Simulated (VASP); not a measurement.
# BRh12 in VASP: single point with LDA

Aim: the single point of BRh12 with LDA.

Everything below comes from runs of VASP 6.6.1. Logs are shortened: lines on timing, memory, paths and dates and some standing lists are left out, and cuts for length are marked.

## 1. The cell of the first run

The cell holds a slab with vacuum, 13 atoms: a = 5.374 Å, b = 5.374 Å, c = 17.388 Å, α = 90.00°, β = 90.00°, γ = 60.00°.

## 2. Single point, LDA

Contents of INCAR:

```
PREC = Accurate
ENCUT = 520
EDIFF = 1E-6
ISMEAR = 0
SIGMA = 0.15
LREAL = False
LASPH = True
NELM = 100
ALGO = Normal
ISIF = 2
LWAVE = False
LCHARG = True
GGA = CA
LELF = True
LVHAR = True
NBANDS = 104
```

Contents of KPOINTS:

```
regular mesh
0
Gamma
  4 4 1
```

Contents of POSCAR:

```
BRh12
1.0
    5.3740120000      0.0000000000      0.0000000000
    2.6870060000      4.6540310000      0.0000000000
    0.0000000000      0.0000000000     17.3878620000
Rh B
12 1
Direct
    0.1666666488      0.1666667025      0.0575113835
    0.6666666488      0.1666667025      0.0575113835
    0.1666667025      0.6666665950      0.0575113835
    0.6666667025      0.6666665950      0.0575113835
   -0.1666547877      0.3333374874      0.1780104420
    0.3338499649      0.3323276102      0.1782109842
   -0.1676650524      0.8338414592      0.1782109842
    0.3338500743      0.8338405997      0.1782111567
    0.0072318925     -0.0144358729      0.3013586144
    0.5000111859      0.0000010743      0.2981890470
    0.0072391479      0.5072265312      0.3013575217
    0.4855844595      0.5072155729      0.3013589595
    0.8333621169      0.3333379172      0.3642472548
```

Potentials or basis: VASP PAW LDA potentials, release 64 (Rh_pv, B).

The run is started by

```sh
$ cat potpaw_LDA.64/Rh_pv/POTCAR potpaw_LDA.64/B/POTCAR > POTCAR
$ mpirun -np 1 vasp_std > vasp.out
```

OUTCAR:

```text
PREC = Accurate
   ENCUT = 520
   EDIFF = 1E-6
   ISMEAR = 0
   LREAL = False
   LASPH = True
   NELM = 100
   ISIF = 2
   GGA = CA

 ion  position               nearest neighbor table
   1  0.167  0.167  0.058-   5 2.61   8 2.61   6 2.61   3 2.69   4 2.69   2 2.69   2 2.69   4 2.69
                             3 2.69
   2  0.667  0.167  0.058-   5 2.61   6 2.61   7 2.61   4 2.69   3 2.69   1 2.69   1 2.69   3 2.69
                             4 2.69
   3  0.167  0.667  0.058-   7 2.61   6 2.61   8 2.61   1 2.69   2 2.69   4 2.69   4 2.69   2 2.69
                             1 2.69
   4  0.667  0.667  0.058-   5 2.61   8 2.61   7 2.61   2 2.69   1 2.69   3 2.69   3 2.69   1 2.69
                             2 2.69
   5  0.833  0.333  0.178-   1 2.61   4 2.61   2 2.61  12 2.69   9 2.69  11 2.69   7 2.69   8 2.69
                             6 2.69   6 2.69   8 2.69   7 2.69
   6  0.334  0.332  0.178-  10 2.60   2 2.61   1 2.61   3 2.61  11 2.63  12 2.63   7 2.68   8 2.68
                             5 2.69   5 2.69   8 2.70   7 2.70
   7  0.832  0.834  0.178-  10 2.60   2 2.61   4 2.61   3 2.61  11 2.63   9 2.63   8 2.68   6 2.68
                             5 2.69   5 2.69   6 2.70   8 2.70
   8  0.334  0.834  0.178-  10 2.60   4 2.61   1 2.61   3 2.61   9 2.63  12 2.63   7 2.68   6 2.68
                             5 2.69   5 2.69   6 2.70   7 2.70
   9  0.007  0.986  0.301-  13 1.95  11 2.57  12 2.57   8 2.63   7 2.63   5 2.69  10 2.69  10 2.69
                            12 2.80  11 2.80
  10  0.500  0.000  0.298-   8 2.60   7 2.60   6 2.60   9 2.69  12 2.69  11 2.69  12 2.69  11 2.69
                             9 2.69
  11  0.007  0.507  0.301-  13 1.95   9 2.57  12 2.57   6 2.63   7 2.63   5 2.69  10 2.69  10 2.69
                            12 2.80   9 2.80
  12  0.486  0.507  0.301-  13 1.95  11 2.57   9 2.57   6 2.63   8 2.63   5 2.69  10 2.69  10 2.69
                             9 2.80  11 2.80
  13  0.833  0.333  0.364-  11 1.95   9 1.95  12 1.95

  LATTYP: Found a hexagonal cell.
 ALAT       =     5.3740120760
 C/A-ratio  =     3.2355457625

  Lattice vectors:

 A1 = (  -2.6870060000,  -4.6540310000,   0.0000000000)
 A2 = (   5.3740120000,   0.0000000000,   0.0000000000)
 A3 = (   0.0000000000,   0.0000000000,  17.3878620000)

Analysis of symmetry for initial positions (statically):
=====================================================================
 Subroutine PRICEL returns:
 Original cell was already a primitive cell.

 Routine SETGRP: Setting up the symmetry group for a
 hexagonal supercell.

 Subroutine GETGRP returns: Found  1 space group operations
 (whereof  1 operations were pure point group operations)
 out of a pool of 24 trial point group operations.

The static configuration has the point symmetry C_1 .

Analysis of symmetry for dynamics (positions and initial velocities):
=====================================================================
 Subroutine PRICEL returns:
 Original cell was already a primitive cell.

 Routine SETGRP: Setting up the symmetry group for a
 hexagonal supercell.

 Subroutine GETGRP returns: Found  1 space group operations
 (whereof  1 operations were pure point group operations)
 out of a pool of 24 trial point group operations.

The dynamic configuration has the point symmetry C_1 .

 Subroutine INISYM returns: Found  1 space group operations
 (whereof  1 operations are pure point group operations),
 and found     1 'primitive' translations

----------------------------------------------------------------------------------------

                                     Primitive cell

  volume of cell :     434.8847

  direct lattice vectors                    reciprocal lattice vectors
     5.374012000  0.000000000  0.000000000     0.186080716 -0.107433749  0.000000000
     2.687006000  4.654031000  0.000000000     0.000000000  0.214867499  0.000000000
     0.000000000  0.000000000 17.387862000     0.000000000  0.000000000  0.057511384

  length of vectors
     5.374012000  5.374012076 17.387862000     0.214867502  0.214867499  0.057511384

  position of ions in fractional coordinates (direct lattice)
     0.166666649  0.166666703  0.057511383
     0.666666649  0.166666703  0.057511383
     0.166666703  0.666666595  0.057511383
     0.666666703  0.666666595  0.057511383
     0.833345212  0.333337487  0.178010442
     0.333849965  0.332327610  0.178210984
     0.832334948  0.833841459  0.178210984
     0.333850074  0.833840600  0.178211157
     0.007231893  0.985564127  0.301358614
     0.500011186  0.000001074  0.298189047
     0.007239148  0.507226531  0.301357522
     0.485584459  0.507215573  0.301358959
     0.833362117  0.333337917  0.364247255

  ion indices of the primitive-cell ions
   primitive index   ion index
                 1           1
                 2           2
                 3           3
                 4           4
                 5           5
                 6           6
                 7           7
                 8           8
                 9           9
                10          10
                11          11
                12          12
                13          13

----------------------------------------------------------------------------------------

 KPOINTS: regular mesh

Automatic generation of k-mesh.
 Grid dimensions read from file:
 generate k-points for:    4    4    1

 Generating k-lattice:

  Cartesian coordinates                     Fractional coordinates (reciprocal lattice)
     0.046520179 -0.026858437  0.000000000     0.250000000  0.000000000  0.000000000
     0.000000000  0.053716875  0.000000000     0.000000000  0.250000000  0.000000000
     0.000000000  0.000000000  0.057511384     0.000000000  0.000000000  1.000000000

  Length of vectors
     0.053716875  0.053716875  0.057511384

  Shift w.r.t. Gamma in fractional coordinates (k-lattice)
     0.000000000  0.000000000  0.000000000

 Subroutine IBZKPT returns following result:
 ===========================================

 Found     10 irreducible k-points:

 Following reciprocal coordinates:
            Coordinates               Weight
  0.000000  0.000000  0.000000      1.000000
  0.250000  0.000000  0.000000      2.000000
  0.250000  0.250000  0.000000      2.000000
  0.000000  0.250000  0.000000      2.000000
  0.500000  0.000000  0.000000      1.000000
  0.500000  0.500000  0.000000      1.000000
  0.000000  0.500000  0.000000      1.000000
  0.500000  0.250000  0.000000      2.000000
  0.250000  0.500000  0.000000      2.000000
 -0.250000  0.250000  0.000000      2.000000
   k-points           NKPTS =     10   k-points in BZ     NKDIM =     10   number of bands    NBANDS=    104
   number of dos      NEDOS =    301   number of ions     NIONS =     13
   total plane-waves  NPLWV = 224000
   dimension x,y,z NGX =    40 NGY =   40 NGZ =  140
   dimension x,y,z NGXF=    80 NGYF=   80 NGZF=  280
   ions per type =              12   1
   NGX,Y,Z   is equivalent  to a cutoff of  12.37, 12.37, 13.39 a.u.
   NGXF,Y,Z  is equivalent  to a cutoff of  24.75, 24.75, 26.77 a.u.
 SYSTEM =  unknown system
   PREC   = accura    normal or accurate (medium, high low for compatibility)
   ISTART =      0    job   : 0-new  1-cont  2-samecut
   ICHARG =      2    charge: 1-file 2-atom 10-const
   ISPIN  =      1    spin polarized calculation?
   LNONCOLLINEAR =      F non collinear calculations
   LSORBIT =      F    spin-orbit coupling
   LASPH  =      T    aspherical Exc in radial PAW
   ENCUT  =  520.0 eV  38.22 Ry    6.18 a.u.   9.99  9.99 32.33*2*pi/ulx,y,z
   NELM   =    100;   NELMIN=  2; NELMDL= -5     # of ELM steps
   EDIFF  = 0.1E-05   stopping-criterion for ELM
   LREAL  =      F    real-space projection
   EDIFFG = 0.1E-04   stopping-criterion for IOM
   NSW    =      0    number of steps for IOM
   IBRION =     -1    ionic relax: 0-MD 1-quasi-New 2-CG
   NFREE  =      0    steps in history (QN), initial steepest desc. (CG)
   ISIF   =      2    stress and relaxation
   ISYM   =      2    0-nonsym 1-usesym 2-fastsym
   POTIM  = 0.5000    time-step for ionic-motion
   TEBEG  =    0.0;   TEEND  =   0.0 temperature during run
   PSTRESS=    0.0 pullay stress
   NELECT =     183.0000    total number of electrons
   NUPDOWN=      -1.0000    fix difference up-down
   EMIN   =  10.00;   EMAX   =-10.00  energy-range for DOS
   EFERMI =   0.00;   METHOD = LEGACY
   ISMEAR =     0;   SIGMA  =   0.15  broadening in eV -4-tet -1-fermi 0-gaus
   EFERMI_NEDOS =   21; number of points for ismear=-14 and -15
   IALGO  =     38    algorithm
   IMIX   =      4    mixing-type and parameters
     AMIX     =   0.40;   BMIX     =  1.00
     AMIX_MAG =   1.60;   BMIX_MAG =  1.00
  volume/ion in A,a.u.               =      33.45       225.75
  Fermi-wavevector in a.u.,A,eV,Ry     =   1.226781  2.318281 20.476666  1.504992
  Thomas-Fermi vector in A             =   2.361769
   LORBIT       =      0    0 simple, 1 ext, 2 COOP (PROOUT), +10 PAW based schemes
   GGA     = CA    functional components
   LHFCALC =     F    Hartree Fock is set to
   AEXX    =    0.0000 exact exchange contribution
   IVDW    =     0    specifies the selected vdW correction
   LEPSILON=     F    determine dielectric tensor
   LRPA    =     F    only Hartree local field effects (RPA)
 non-spin polarized calculation
 Gauss-broadening in eV      SIGMA  =   0.15
  energy-cutoff  :      520.00
  volume of cell :      434.88
 maximum number of plane-waves:     11750
   NGX = 19   NGY = 19   NGZ = 65

 number of electron     182.9999987 magnetization

 Free energy of the ion-electron system (eV)
  ---------------------------------------------------
  ext. energy  EPLUGINS =         0.00000000
  ---------------------------------------------------
  free energy    TOTEN  =      -103.65120060 eV

  energy without entropy =     -103.42026903  energy(sigma->0) =     -103.53573481

 E-fermi :   1.2343     XC(G=0):  -6.6663

 val. band max:        1.1835738670   @ k =   0.2500   0.0000   0.0000
 cond. band min:       1.2402893927   @ k =   0.0000   0.0000   0.0000
 fundamental gap:      0.0567155257
 Fermi energy:         1.2343036335

 k-point     1 :       0.0000    0.0000    0.0000
  band No.  band energies     occupation
      1     -45.8209      2.00000
      2     -45.7465      2.00000
      3     -45.6970      2.00000
      4     -45.6970      2.00000
      5     -45.6553      2.00000
      6     -45.6479      2.00000
[... 95 lines left out ...]
    102       3.0060      0.00000
    103       3.0060      0.00000

 k-point     2 :       0.2500    0.0000    0.0000
  band No.  band energies     occupation
      1     -45.7731      2.00000
      2     -45.7027      2.00000
      3     -45.6484      2.00000
      4     -45.6453      2.00000
      5     -45.6290      2.00000
      6     -45.6273      2.00000
[... 837 lines left out ...]
    102       2.3818      0.00000
    103       2.6854      0.00000

 k-point    10 :      -0.2500    0.2500    0.0000
  band No.  band energies     occupation
      1     -45.7153      2.00000
      2     -45.6437      2.00000
      3     -45.6320      2.00000
      4     -45.6152      2.00000
      5     -45.5577      2.00000
      6     -45.5414      2.00000
[... 95 lines left out ...]
    102       2.3818      0.00000
    103       2.6854      0.00000
 [bands above 103 left out]

------------------------ aborting loop because EDIFF is reached ----------------------------------------

  FORCE on cell =-STRESS in cart. coord.  units (eV):
  Direction    XX          YY          ZZ          XY          YZ          ZX
  --------------------------------------------------------------------------------------
  -------------------------------------------------------------------------------------
  Total      -10.2000331    -10.2001838      0.6791740      0.0001605     -0.0001128     -0.0017350
  in kB      -37.5783819    -37.5789369      2.5021743      0.0005913     -0.0004156     -0.0063921
  external PRESSURE =     -24.2183815 kB  Pullay stress =       0.0000000 kB

 VOLUME and BASIS-vectors are now :
 -----------------------------------------------------------------------------
  energy-cutoff  :      520.00
  volume of cell :      434.88
      direct lattice vectors                 reciprocal lattice vectors
     5.374012000  0.000000000  0.000000000     0.186080716 -0.107433749  0.000000000
     2.687006000  4.654031000  0.000000000     0.000000000  0.214867499  0.000000000
     0.000000000  0.000000000 17.387862000     0.000000000  0.000000000  0.057511384

 POSITION                                       TOTAL-FORCE (eV/Angst)
 -----------------------------------------------------------------------------------
      1.34350      0.77567      1.00000        -0.133475      0.077175     -0.059280
      4.03051      0.77567      1.00000         0.133822      0.077205     -0.059305
      2.68701      3.10269      1.00000         0.000200      0.000054      0.003780
      5.37401      3.10269      1.00000         0.000146     -0.154273     -0.059315
      5.37409      1.55136      3.09522        -0.000116     -0.000122      0.012950
      2.68708      1.54666      3.09871        -0.000125      0.003049      0.004677
      6.71352      3.88072      3.09871         0.002587     -0.001547      0.004632
      4.03465      3.88072      3.09871        -0.003011     -0.001652      0.004757
      2.68708      4.58685      5.23998         0.000283     -0.042913     -0.000563
      2.68707      0.00000      5.18487         0.000169      0.000049      0.047047
      1.40182      2.36065      5.23996         0.036918      0.021259     -0.000457
      3.97243      2.36060      5.23999        -0.037224      0.021753     -0.000551
      5.37418      1.55137      6.33348        -0.000175     -0.000037      0.101628
 -----------------------------------------------------------------------------------
    total drift:                                0.000009     -0.000007      0.000798

  FREE ENERGIE OF THE ION-ELECTRON SYSTEM (eV)
  ---------------------------------------------------
  free  energy   TOTEN  =      -103.6512005976 eV

  energy  without entropy=     -103.4202690312  energy(sigma->0) =     -103.53573481
```

Run time: 36 min. Hardware: 1 thread of Intel Xeon 8259CL, shared host; peak memory 0.58 GiB.

Results:

```
Free energy            : -103.6512 eV
Largest force          : 0.165 eV/Å
Band gap on the k mesh : zero (an odd number of electrons rules out a gap without spin polarisation)
```

Forces on the atoms (eV/Å):
```
Rh  -0.133  0.077 -0.059
Rh   0.134  0.077 -0.059
Rh   0.000  0.000  0.004
Rh   0.000 -0.154 -0.059
Rh   0.000  0.000  0.013
Rh   0.000  0.003  0.005
Rh   0.003 -0.002  0.005
Rh  -0.003 -0.002  0.005
Rh   0.000 -0.043 -0.001
Rh   0.000  0.000  0.047
Rh   0.037  0.021  0.000
Rh  -0.037  0.022 -0.001
B    0.000  0.000  0.102
```

Caveat: there is no dipole correction, which matters where the two faces differ.

The gap in the log of VASP goes by the Fermi energy; the results here count the filled bands.